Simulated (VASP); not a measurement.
# P in VASP: single point with PBE

Aim: the single point of P with PBE.

Program: VASP 6.6.1. These are calculated values, not measurements. Logs are shortened: lines on timing, memory, paths and dates and some standing lists are left out, and cuts for length are marked.

### Step 1. The cell of the first run

The cell holds a sheet with vacuum, 4 atoms: a = 3.304 Å, b = 4.627 Å, c = 27.916 Å, α = 90.00°, β = 90.00°, γ = 90.00°.

### Step 2. Single point, PBE

File POSCAR:

```
P
1.0
    3.3037486316      0.0000000000      0.0000000000
    0.0000000000      4.6273775856      0.0000000000
    0.0000000000      0.0000000000     27.9159998800
P
4
Direct
    0.5000000000      0.5889301951      0.3422086086
    0.0000000000      0.9110698049      0.3422086086
    0.5000000000      0.4110698049      0.2667611605
    0.0000000000      0.0889301951      0.2667611605
```

File INCAR.step1:

```
  ALGO = Normal
  DIPOL = 0.5 0.5 0.304
  EDIFF = 1E-6
  ENCUT = 520
  GGA = PE
  IDIPOL = 3
  ISIF = 2
  ISMEAR = 0
  LASPH = T
  LCHARG = T
  LDIPOL = T
  LREAL = F
  LWAVE = F
  NBANDS = 18
  NELM = 60
  PREC = Accurate
  SIGMA = 0.02
```

File KPOINTS.step1:

```
k-points
0
Gamma
  8 6 1
```

File INCAR.step2:

```
  ALGO = Normal
  DIPOL = 0.5 0.5 0.304
  EDIFF = 1E-6
  ENCUT = 520
  GGA = PE
  ICHARG = 11
  IDIPOL = 3
  ISIF = 2
  ISMEAR = -5
  LASPH = T
  LCHARG = F
  LDIPOL = T
  LORBIT = 10
  LREAL = F
  LWAVE = F
  NBANDS = 18
  NEDOS = 2001
  NELM = 60
  PREC = Accurate
  SIGMA = 0.02
```

File KPOINTS.step2:

```
k-points
0
Gamma
  12 9 1
```

Potentials or basis: VASP PAW PBE potentials, release 64 (P).

Command:

```console
$ cat potpaw_PBE.64/P/POTCAR > POTCAR
$ cp INCAR.step1 INCAR
$ cp KPOINTS.step1 KPOINTS
$ mpirun -np 1 vasp_std > vasp.out
$ cp INCAR.step2 INCAR
$ cp KPOINTS.step2 KPOINTS
$ mpirun -np 1 vasp_std > vasp.out
```

OUTCAR:

```text
EDIFF = 1E-6
   ENCUT = 520
   GGA = PE
   ICHARG = 11
   ISIF = 2
   ISMEAR = -5
   LASPH = T
   LORBIT = 10
   LREAL = F
   NELM = 60
   PREC = Accurate

 ion  position               nearest neighbor table
   1  0.500  0.589  0.342-   2 2.23   2 2.23   3 2.26
   2  0.000  0.911  0.342-   1 2.23   1 2.23   4 2.26
   3  0.500  0.411  0.267-   4 2.23   4 2.23   1 2.26
   4  0.000  0.089  0.267-   3 2.23   3 2.23   2 2.26

  LATTYP: Found a simple orthorhombic cell.
 ALAT       =     3.3037486316
 B/A-ratio  =     1.4006445712
 C/A-ratio  =     8.4497953667

  Lattice vectors:

 A1 = (   3.3037486316,   0.0000000000,   0.0000000000)
 A2 = (   0.0000000000,   4.6273775856,   0.0000000000)
 A3 = (   0.0000000000,   0.0000000000,  27.9159998800)

Analysis of symmetry for initial positions (statically):
=====================================================================
 Subroutine PRICEL returns:
 Original cell was already a primitive cell.

 Routine SETGRP: Setting up the symmetry group for a
 simple orthorhombic supercell.

 Subroutine GETGRP returns: Found  8 space group operations
 (whereof  2 operations were pure point group operations)
 out of a pool of  8 trial point group operations.

The static configuration has the point symmetry C_1h.
 The point group associated with its full space group is D_2h.

Analysis of symmetry for dynamics (positions and initial velocities):
=====================================================================
 Subroutine PRICEL returns:
 Original cell was already a primitive cell.

 Routine SETGRP: Setting up the symmetry group for a
 simple orthorhombic supercell.

 Subroutine GETGRP returns: Found  8 space group operations
 (whereof  2 operations were pure point group operations)
 out of a pool of  8 trial point group operations.

The dynamic configuration has the point symmetry C_1h.
 The point group associated with its full space group is D_2h.

 Subroutine INISYM returns: Found  8 space group operations
 (whereof  2 operations are pure point group operations),
 and found     1 'primitive' translations

----------------------------------------------------------------------------------------

                                     Primitive cell

  volume of cell :     426.7712

  direct lattice vectors                    reciprocal lattice vectors
     3.303748632  0.000000000  0.000000000     0.302686467  0.000000000  0.000000000
     0.000000000  4.627377586  0.000000000     0.000000000  0.216105123  0.000000000
     0.000000000  0.000000000 27.915999880     0.000000000  0.000000000  0.035821751

  length of vectors
     3.303748632  4.627377586 27.915999880     0.302686467  0.216105123  0.035821751

  position of ions in fractional coordinates (direct lattice)
     0.500000000  0.588930195  0.342208609
     0.000000000  0.911069805  0.342208609
     0.500000000  0.411069805  0.266761161
     0.000000000  0.088930195  0.266761161

  ion indices of the primitive-cell ions
   primitive index   ion index
                 1           1
                 2           2
                 3           3
                 4           4

----------------------------------------------------------------------------------------

 KPOINTS: k-points

Automatic generation of k-mesh.
 Grid dimensions read from file:
 generate k-points for:   12    9    1

 Generating k-lattice:

  Cartesian coordinates                     Fractional coordinates (reciprocal lattice)
     0.025223872  0.000000000  0.000000000     0.083333333  0.000000000  0.000000000
     0.000000000  0.024011680  0.000000000     0.000000000  0.111111111  0.000000000
     0.000000000  0.000000000  0.035821751     0.000000000  0.000000000  1.000000000

  Length of vectors
     0.025223872  0.024011680  0.035821751

  Shift w.r.t. Gamma in fractional coordinates (k-lattice)
     0.000000000  0.000000000  0.000000000

 TETIRR: Found    306 inequivalent tetrahedra from      648

 Subroutine IBZKPT returns following result:
 ===========================================

 Found     35 irreducible k-points:

 Following reciprocal coordinates:
            Coordinates               Weight
  0.000000  0.000000  0.000000      1.000000
  0.083333  0.000000  0.000000      2.000000
  0.166667  0.000000  0.000000      2.000000
  0.250000  0.000000  0.000000      2.000000
  0.333333  0.000000  0.000000      2.000000
  0.416667  0.000000  0.000000      2.000000
[... 16 lines left out ...]
  0.083333  0.333333  0.000000      4.000000
  0.166667  0.333333  0.000000      4.000000
 [... further k-points ...]
   k-points           NKPTS =     35   k-points in BZ     NKDIM =     35   number of bands    NBANDS=     18
   number of dos      NEDOS =   2001   number of ions     NIONS =      4
   total plane-waves  NPLWV = 211680
   dimension x,y,z NGX =    28 NGY =   36 NGZ =  210
   dimension x,y,z NGXF=    56 NGYF=   72 NGZF=  420
   ions per type =               4
   NGX,Y,Z   is equivalent  to a cutoff of  14.09, 12.93, 12.51 a.u.
   NGXF,Y,Z  is equivalent  to a cutoff of  28.18, 25.87, 25.01 a.u.
 SYSTEM =  unknown system
   PREC   = accura    normal or accurate (medium, high low for compatibility)
   ISTART =      0    job   : 0-new  1-cont  2-samecut
   ICHARG =     11    charge: 1-file 2-atom 10-const
   ISPIN  =      1    spin polarized calculation?
   LNONCOLLINEAR =      F non collinear calculations
   LSORBIT =      F    spin-orbit coupling
   LASPH  =      T    aspherical Exc in radial PAW
   ENCUT  =  520.0 eV  38.22 Ry    6.18 a.u.   6.14  8.60 51.91*2*pi/ulx,y,z
   NELM   =     60;   NELMIN=  2; NELMDL=  0     # of ELM steps
   EDIFF  = 0.1E-05   stopping-criterion for ELM
   LREAL  =      F    real-space projection
   EDIFFG = 0.1E-04   stopping-criterion for IOM
   NSW    =      0    number of steps for IOM
   IBRION =     -1    ionic relax: 0-MD 1-quasi-New 2-CG
   NFREE  =      0    steps in history (QN), initial steepest desc. (CG)
   ISIF   =      2    stress and relaxation
   ISYM   =      2    0-nonsym 1-usesym 2-fastsym
   POTIM  = 0.5000    time-step for ionic-motion
   TEBEG  =    0.0;   TEEND  =   0.0 temperature during run
   PSTRESS=    0.0 pullay stress
   NELECT =      20.0000    total number of electrons
   NUPDOWN=      -1.0000    fix difference up-down
   EMIN   =  10.00;   EMAX   =-10.00  energy-range for DOS
   EFERMI =   0.00;   METHOD = LEGACY
   ISMEAR =    -5;   SIGMA  =   0.02  broadening in eV -4-tet -1-fermi 0-gaus
   EFERMI_NEDOS =   21; number of points for ismear=-14 and -15
   IALGO  =     38    algorithm
   IMIX   =      4    mixing-type and parameters
     AMIX     =   0.40;   BMIX     =  1.00
     AMIX_MAG =   1.60;   BMIX_MAG =  1.00
  volume/ion in A,a.u.               =     106.69       720.00
  Fermi-wavevector in a.u.,A,eV,Ry     =   0.590228  1.115369  4.739849  0.348369
  Thomas-Fermi vector in A             =   1.638188
   LORBIT       =     10    0 simple, 1 ext, 2 COOP (PROOUT), +10 PAW based schemes
   GGA     = PE    functional components
   LHFCALC =     F    Hartree Fock is set to
   AEXX    =    0.0000 exact exchange contribution
   IVDW    =     0    specifies the selected vdW correction
   LEPSILON=     F    determine dielectric tensor
   LRPA    =     F    only Hartree local field effects (RPA)
 non-spin polarized calculation
 Fermi weights with tetrahedron method with Bloechl corrections
  energy-cutoff  :      520.00
  volume of cell :      426.77
 maximum number of plane-waves:     11568
 NGX is ok and might be reduce to    28

 number of electron      19.9999997 magnetization

 dipolmoment           0.000000      0.000000     -0.000059 electrons x Angstroem

 Free energy of the ion-electron system (eV)
  ---------------------------------------------------
  ext. energy  EPLUGINS =         0.00000000
  ---------------------------------------------------
  free energy    TOTEN  =       -21.47167100 eV

  energy without entropy =      -21.47167100  energy(sigma->0) =      -21.47167100

 E-fermi :  -3.0653     XC(G=0):  -2.1954

 val. band max:       -3.0722973856   @ k =   0.0000   0.0000   0.0000
 cond. band min:      -2.1479302374   @ k =   0.0000   0.0000   0.0000
 fundamental gap:      0.9243671482
 Fermi energy:        -3.0653368803

 k-point     1 :       0.0000    0.0000    0.0000
  band No.  band energies     occupation
      1     -17.9701      2.00000
      2     -15.5169      2.00000
      3     -12.2190      2.00000
      4      -8.6939      2.00000
      5      -7.7809      2.00000
      6      -7.5332      2.00000
[... 10 lines left out ...]
     17       2.0635      0.00000
     18       2.3113      0.00000

 k-point     2 :       0.0833    0.0000    0.0000
  band No.  band energies     occupation
      1     -17.8878      2.00000
      2     -15.4309      2.00000
      3     -12.2499      2.00000
      4      -8.6315      2.00000
      5      -7.8470      2.00000
      6      -7.4608      2.00000
[... 10 lines left out ...]
     17       2.1588      0.00000
     18       2.3842      0.00000

 k-point     3 :       0.1667    0.0000    0.0000
  band No.  band energies     occupation
      1     -17.6421      2.00000
      2     -15.1733      2.00000
      3     -12.3928      2.00000
      4      -8.4520      2.00000
      5      -8.2251      2.00000
      6      -7.7016      2.00000
[... 10 lines left out ...]
     17       1.9023      0.00000
     18       2.4432      0.00000

 k-point     4 :       0.2500    0.0000    0.0000
  band No.  band energies     occupation
      1     -17.2366      2.00000
      2     -14.7460      2.00000
      3     -12.7718      2.00000
      4      -9.1383      2.00000
      5      -8.3272      2.00000
      6      -8.1843      2.00000
[... 10 lines left out ...]
     17       2.3501      0.00000
     18       2.9170      0.00000

 k-point     5 :       0.3333    0.0000    0.0000
  band No.  band energies     occupation
      1     -16.6789      2.00000
      2     -14.1520      2.00000
      3     -13.4441      2.00000
      4     -10.2968      2.00000
      5      -8.4953      2.00000
      6      -7.9049      2.00000
[... 10 lines left out ...]
     17       2.8671      0.00000
     18       2.9491      0.00000

 k-point     6 :       0.4167    0.0000    0.0000
  band No.  band energies     occupation
      1     -15.9823      2.00000
      2     -14.2944      2.00000
      3     -13.3965      2.00000
      4     -11.4436      2.00000
      5      -8.3007      2.00000
      6      -7.7835      2.00000
[... 307 lines left out ...]
 k-point    21 :       0.5000    0.2222    0.0000
  band No.  band energies     occupation
      1     -15.0462      2.00000
      2     -15.0462      2.00000
      3     -12.6097      2.00000
      4     -12.6097      2.00000
      5      -8.1380      2.00000
      6      -8.1380      2.00000
[... 10 lines left out ...]
     17       3.2883      0.00000
     18       3.2883      0.00000

 k-point    22 :       0.0000    0.3333    0.0000
  band No.  band energies     occupation
      1     -17.4545      2.00000
      2     -16.2210      2.00000
      3     -12.0406      2.00000
      4     -10.5190      2.00000
      5      -6.7563      2.00000
      6      -5.9707      2.00000
[... 10 lines left out ...]
     17       2.2513      0.00000
     18       2.4918      0.00000

 k-point    23 :       0.0833    0.3333    0.0000
  band No.  band energies     occupation
      1     -17.3736      2.00000
      2     -16.1414      2.00000
      3     -12.0200      2.00000
      4     -10.4827      2.00000
      5      -6.7634      2.00000
      6      -6.7317      2.00000
[... 10 lines left out ...]
     17       2.3449      0.00000
     18       2.5279      0.00000

 k-point    24 :       0.1667    0.3333    0.0000
  band No.  band energies     occupation
      1     -17.1330      2.00000
      2     -15.9060      2.00000
      3     -11.9989      2.00000
      4     -10.4165      2.00000
      5      -7.8393      2.00000
      6      -7.1222      2.00000
[... 10 lines left out ...]
     17       2.5263      0.00000
     18       2.6247      0.00000

 [... further k-points ...]

------------------------ aborting loop because EDIFF is reached ----------------------------------------

 vacuum level on the upper side and lower side of the slab       (xc-potential included)        -0.007        -0.006

  FORCE on cell =-STRESS in cart. coord.  units (eV):
  Direction    XX          YY          ZZ          XY          YZ          ZX
  --------------------------------------------------------------------------------------
  -------------------------------------------------------------------------------------
  Total       -0.2246362     -0.1994573     -0.1422474      0.0000000      0.0000000      0.0000000
  in kB       -0.8433253     -0.7487994     -0.5340229      0.0000000      0.0000000      0.0000000
  external PRESSURE =      -0.7087159 kB  Pullay stress =       0.0000000 kB

 VOLUME and BASIS-vectors are now :
 -----------------------------------------------------------------------------
  energy-cutoff  :      520.00
  volume of cell :      426.77
      direct lattice vectors                 reciprocal lattice vectors
     3.303748632  0.000000000  0.000000000     0.302686467  0.000000000  0.000000000
     0.000000000  4.627377586  0.000000000     0.000000000  0.216105123  0.000000000
     0.000000000  0.000000000 27.915999880     0.000000000  0.000000000  0.035821751

 POSITION                                       TOTAL-FORCE (eV/Angst)
 -----------------------------------------------------------------------------------
      1.65187      2.72520      9.55310        -0.000000      0.038349     -0.027107
      0.00000      4.21586      9.55310        -0.000000     -0.038349     -0.027107
      1.65187      1.90218      7.44690        -0.000000     -0.038349      0.027107
      0.00000      0.41151      7.44690         0.000000      0.038349      0.027107
 -----------------------------------------------------------------------------------
    total drift:                                0.000000      0.000000     -0.003325

  FREE ENERGIE OF THE ION-ELECTRON SYSTEM (eV)
  ---------------------------------------------------
  free  energy   TOTEN  =       -21.4716710007 eV

  energy  without entropy=      -21.4716710007  energy(sigma->0) =      -21.47167100

 vacuum level on the upper side and lower side of the slab         1.967         1.968

 total charge

# of ion       s       p       d       tot
------------------------------------------
    1        1.080   1.378   0.000   2.458
    2        1.080   1.378   0.000   2.458
    3        1.080   1.378   0.000   2.458
    4        1.080   1.378   0.000   2.458
--------------------------------------------------
tot          4.321   5.511   0.000   9.833
```

Wall time 3.4 min (1 thread of AMD EPYC 9R45 (Zen 5), shared host); peak memory 0.52 GiB.

Results:

```yaml
Valence_electrons_inside_the_program's_atomic_spheres: P 2.46
```

Levels at points of the mesh, in eV from the valence-band top:
```tsv
k point	band 8	band 9	band 10	band 11	band 12	band 13
(0.00, 0.00, 0.00)	-1.71	-1.63	0.00	0.92	1.67	2.69
(0.50, 0.00, 0.00)	-2.69	-1.93	-1.93	1.25	1.25	2.19
```
